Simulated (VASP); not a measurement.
TiSiTe4: relaxation of cell and atoms with PBE

The system is TiSiTe4.

```
CELL_PARAMETERS angstrom
4.88303 0.00000 0.00000
-2.44151 4.22883 0.00000
0.00000 0.00000 8.77539
ATOMIC_POSITIONS crystal
Ti 0.00000 0.00000 0.13650
Si 0.00000 0.00000 0.47748
Te 0.50000 0.00000 0.30580
Te 0.00000 0.50000 0.30580
Te 0.50000 0.50000 0.30580
Te 0.00000 0.00000 0.70762
```

The cell was built from a structure type or drawn by symmetry, and may not be a known phase.

```json
{"Program": "VASP 6.6.1", "Task": "relaxation of cell and atoms", "Functional": "PBE", "Potentials or basis": "VASP PAW PBE potentials, release 64 (Ti_sv, Si, Te)", "Cutoff": "600 eV", "k mesh": "6 × 6 × 2", "Occupations": "gaussian, width 0.1 eV", "Spin": "no spin polarisation", "Dipole correction": "no", "Further INCAR settings": "ALGO = Normal; EDIFF = 1e-06; IBRION = 2; EDIFFG = -0.04; NSW = 90; ISIF = 3"}
```

```
Relaxed volume                        : 40.37 Å³/atom
Relaxed cell                          : a = 6.121 Å, b = 6.121 Å, c = 7.464 Å, α = 90.00°, β = 90.00°, γ = 120.00°
Space group after relaxing (to 0.1 Å) : P6mm (No. 183)
Energy gained by relaxing             : 2442.9 meV/atom
Ionic steps                           : 28
Pressure after relaxing               : 0.0 GPa
Largest force after relaxing          : 0.037 eV/Å
Band gap on the k mesh                : zero (bands 20 and 21 overlap by 0.73 eV)
```

Forces on the atoms (eV/Å):
```
Ti   0.000  0.000 -0.037
Si   0.000  0.000  0.035
Te   0.000  0.000  0.005
Te   0.000  0.000  0.005
Te   0.000  0.000  0.005
Te   0.000  0.000 -0.014
```

The path:
| step | energy change (eV) | largest force (eV/Å) | pressure (GPa) | volume (Å³) |
| --- | --- | --- | --- | --- |
| 1 | 0.0000 | 10.5442 | 42.17 | 181.21 |
| 2 | -7.5308 | 1.0133 | -4.85 | 469.39 |
| 3 | -12.0707 | 1.8292 | -2.06 | 294.78 |
| 4 | -12.0825 | 1.8462 | -1.85 | 292.17 |
| 5 | -12.0902 | 1.8676 | -1.55 | 288.88 |
| 6 | -13.5740 | 2.0071 | -2.07 | 277.98 |
| 7 | -13.7665 | 2.7664 | -1.30 | 272.27 |
| 8 | -13.7697 | 2.2673 | -1.48 | 273.29 |
| 9 | -13.9885 | 2.4991 | 0.19 | 254.55 |
| 10 | -14.0509 | 1.5795 | -0.52 | 260.10 |
| 11 | -14.2031 | 1.0528 | -0.45 | 252.84 |
| 12 | -14.2148 | 1.2002 | -0.33 | 250.06 |
| 13 | -14.3397 | 0.6713 | 0.09 | 244.19 |
| 14 | -14.4463 | 1.0547 | 2.41 | 226.97 |
| 15 | -14.4700 | 0.7368 | 1.23 | 233.97 |
| 16 | -14.4765 | 0.7366 | 1.52 | 232.00 |
| 17 | -14.5756 | 0.7643 | 0.78 | 235.40 |
| 18 | -14.5757 | 0.7760 | 0.77 | 235.47 |
| 19 | -14.6057 | 0.3197 | 0.00 | 240.19 |
| 20 | -14.6069 | 0.4369 | -0.19 | 241.45 |
| 21 | -14.6181 | 0.2539 | -0.13 | 241.57 |
| 22 | -14.6232 | 0.4087 | -0.04 | 241.72 |
| 23 | -14.6327 | 0.3281 | -0.02 | 241.56 |
| 24 | -14.6424 | 0.1365 | 0.06 | 241.16 |
| 25 | -14.6499 | 0.1384 | 0.06 | 241.35 |
| 26 | -14.6564 | 0.1411 | 0.05 | 241.89 |
| 27 | -14.6569 | 0.1404 | 0.05 | 241.78 |
| 28 | -14.6574 | 0.0366 | -0.04 | 242.20 |

Final structure:
```yaml
crystal:
  lattice:
    - [6.12139, 0.00000, 0.00000]
    - [-3.06070, 5.30128, 0.00000]
    - [0.00000, 0.00000, 7.46358]
  atoms:
    - { symbol: Ti, position: [0.00000, 0.00000, 0.16001] }
    - { symbol: Si, position: [0.00000, 0.00000, 0.48138] }
    - { symbol: Te, position: [0.50000, 0.00000, 0.26672] }
    - { symbol: Te, position: [0.00000, 0.50000, 0.26672] }
    - { symbol: Te, position: [0.50000, 0.50000, 0.26672] }
    - { symbol: Te, position: [0.00000, 0.00000, 0.79747] }
```

Levels at points of the mesh, in eV from the Fermi level:
| k point | band 16 | band 17 | band 18 | band 19 | band 20 | band 21 | band 22 | band 23 | band 24 |
| --- | --- | --- | --- | --- | --- | --- | --- | --- | --- |
| (0.00, 0.00, 0.00) | -1.89 | -0.86 | -0.86 | -0.35 | -0.35 | 0.69 | 0.85 | 0.85 | 2.04 |
| (0.50, 0.00, 0.00) | -2.10 | -1.88 | -1.64 | -1.55 | -1.15 | -0.19 | 0.68 | 0.76 | 1.37 |
| (0.00, 0.00, 0.50) | -2.15 | -0.88 | -0.88 | 0.20 | 0.49 | 0.49 | 0.85 | 0.85 | 1.33 |
| (0.50, 0.00, 0.50) | -2.09 | -1.60 | -1.47 | -1.42 | -0.51 | 0.13 | 0.30 | 0.60 | 0.85 |

Run time: 22 min on 1 thread of Intel(R) Xeon(R) 6975P-C (Granite Rapids) (shared host), peak memory 0.4 GiB.

Caveat: the volume moved by over 15 % at a fixed basis, so the end points are rough; spin-orbit coupling is left out, which moves the levels of the heavy elements.
